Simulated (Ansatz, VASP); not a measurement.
This is a calculation of SiC for VASP 6.6.1.

Contents of POSCAR:

```
SiC
1.0
    3.0132068704      0.0000000000      0.0000000000
   -1.5066034352      2.6095136966      0.0000000000
    0.0000000000      0.0000000000      4.9449506768
Si C
2 2
Direct
    0.6666666667      0.3333333333      0.5000000000
    0.3333333333      0.6666666667      0.0000000000
    0.6666666667      0.3333333333      0.8850000000
    0.3333333333      0.6666666667      0.3850000000
```

Contents of INCAR.step1:

```
SYSTEM = SiC
ALGO = Normal
EDIFF = 1E-4
ENCUT = 520
GGA = PE
ISMEAR = -1
LASPH = .True.
LCHARG = .False.
LREAL = .False.
LWAVE = .True.
NBANDS = 16
NELM = 80
PREC = Accurate
SIGMA = 0.05
```

Contents of INCAR.step2:

```
SYSTEM = SiC
ALGO = Normal
EDIFF = 1E-6
ENCUT = 520
ISIF = 2
ISMEAR = -1
ISTART = 1
IVDW = 13
LASPH = .True.
LCHARG = .False.
LMIXTAU = .True.
LREAL = .False.
LWAVE = .False.
METAGGA = R2SCAN
NBANDS = 16
NELM = 80
PREC = Accurate
SIGMA = 0.05
VDW_A1 = 0.51559235
VDW_A2 = 5.77342911
VDW_S6 = 1.0
VDW_S8 = 0.6018749
```

KPOINTS

```
k-points
0
Gamma
  10 10 5
  0 0 0
```

Potentials or basis: VASP PAW PBE potentials, release 64 (Si, C).

Command:

```sh
$ cat potpaw_PBE.64/Si/POTCAR potpaw_PBE.64/C/POTCAR > POTCAR
$ cp INCAR.step1 INCAR
$ mpirun -np 1 vasp_std > vasp.out
$ cp INCAR.step2 INCAR
$ mpirun -np 1 vasp_std > vasp.out
```

Problem. Translate it to Ansatz 0.2.0. Potentials there: Ansatz PAW.

Solution. As run (the cutoff follows the program's own potentials):

File input.yaml:

```yaml
crystal:
  lattice:
    - [3.0132068704, 0.0, 0.0]
    - [-1.5066034352, 2.6095136966, 0.0]
    - [0.0, 0.0, 4.9449506768]
  atoms:
    - { symbol: Si, position: [0.6666666667, 0.3333333333, 0.5] }
    - { symbol: Si, position: [0.3333333333, 0.6666666667, 0.0] }
    - { symbol: C, position: [0.6666666667, 0.3333333333, 0.885] }
    - { symbol: C, position: [0.3333333333, 0.6666666667, 0.385] }
hamiltonian:
  xc: r2scan
  pseudopotentials: { kind: paw }
  dispersion: d4
kpoints:
  mp_grid: { grid: [10, 10, 5] }
scf:
  occupations: { method: fermi_dirac, width: 0.05 }
output:
  forces: true
  stress: true
  eigenvalues: true
```

Potentials or basis: Ansatz PAW.

Run with:

```sh
$ ansatz run input.yaml --threads 2 --pin off --max-ram 5120MiB --backend cpu --events-out ev --progress --plain --runs-dir out
```

Both were run:

|  | VASP | Ansatz | Ansatz less VASP |
| --- | --- | --- | --- |
| gap on the k mesh at the Fermi level (eV) | 2.78 | 2.77 | -0.009 |
| least direct gap on the mesh (eV) | 4.74 | 4.73 | -0.010 |
| pressure (GPa) | 14.1 | 14.4 | +0.25 |
| traceless stress, the component that is largest in VASP (GPa) | -4.59 | -4.65 | -0.064 |
| rms of the force components (eV/Å) | 0.503 | 0.504 | +0.0015 |

VASP's potentials were made for PBE, not for r2SCAN. Atom by atom the forces differ by 0.002 eV/Å (rms over components).

Noted on Ansatz's run: odd divisions of the mesh miss points on the zone boundary, where band edges often lie, so the gap on the mesh can be too wide.
